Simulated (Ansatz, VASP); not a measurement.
## One calculation of Gd, two programs

Contents of INCAR:

```
SYSTEM = Gd
ALGO = Normal
EDIFF = 1E-7
EDIFFG = -0.005
ENCUT = 600
GGA = PE
IBRION = 2
ISIF = 3
ISMEAR = -1
ISPIN = 2
LASPH = .True.
LCHARG = .False.
LMAXMIX = 6
LORBIT = 11
LREAL = .False.
LWAVE = .False.
MAGMOM = 7
NELM = 150
NSW = 100
PREC = Accurate
SIGMA = 0.05
```

The input KPOINTS:

```
k-points
0
Gamma
  13 13 13
  0 0 0
```

POSCAR

```
Gd
1.0
   -1.9182354071      1.9182354071      1.9182354071
    1.9182354071     -1.9182354071      1.9182354071
    1.9182354071      1.9182354071     -1.9182354071
Gd
1
Direct
    0.0000000000      0.0000000000      0.0000000000
```

Input for Ansatz:

```yaml
crystal:
  lattice:
    - [-1.9182354071, 1.9182354071, 1.9182354071]
    - [1.9182354071, -1.9182354071, 1.9182354071]
    - [1.9182354071, 1.9182354071, -1.9182354071]
  atoms:
    - { symbol: Gd, position: [0.0, 0.0, 0.0], spin: 7.0 }
magnetization:
  spin_polarized: true
kpoints:
  mp_grid: { grid: [13, 13, 13] }
scf:
  occupations: { method: fermi_dirac, width: 0.05 }
hamiltonian:
  xc: pbe
  pseudopotentials: { kind: paw }
output:
  forces: true
  stress: true
relax:
  f_tol: 0.005
  max_steps: 80
  cell: {}
```

Alike in both runs: task relaxation of cell and atoms; functional PBE; k mesh 13 × 13 × 13; occupations fermi-dirac, width 0.05 eV; collinear spin.

|  | VASP | Ansatz |
| --- | --- | --- |
| version | VASP 6.6.1 | Ansatz 0.2.0 |
| potentials or method | VASP PAW PBE potentials, release 64 (Gd) | PAW with Ansatz's default frozen-core files, scalar-relativistic |
| plane-wave cutoff (eV) | 600 | 420 |
| valence electrons in the cell | 18 | 18 |

```csv
,VASP,Ansatz,Ansatz less VASP
net moment per atom (μB),7.65,7.64,-0.007
size of the moment on the site where the two differ most (μB),7.01,7.35,+0.336
relaxed volume (Å³/atom),33.12,33.12,-0.005
relaxed length of the cell vector where the two differ most in proportion (Å),3.504,3.504,-0.0002
```

Site moments also hang on the region over which each program counts them.

Neither program's run includes spin-orbit coupling. Noted on VASP's run: the volume moved by over 15 % at a fixed basis, so the end points are rough.
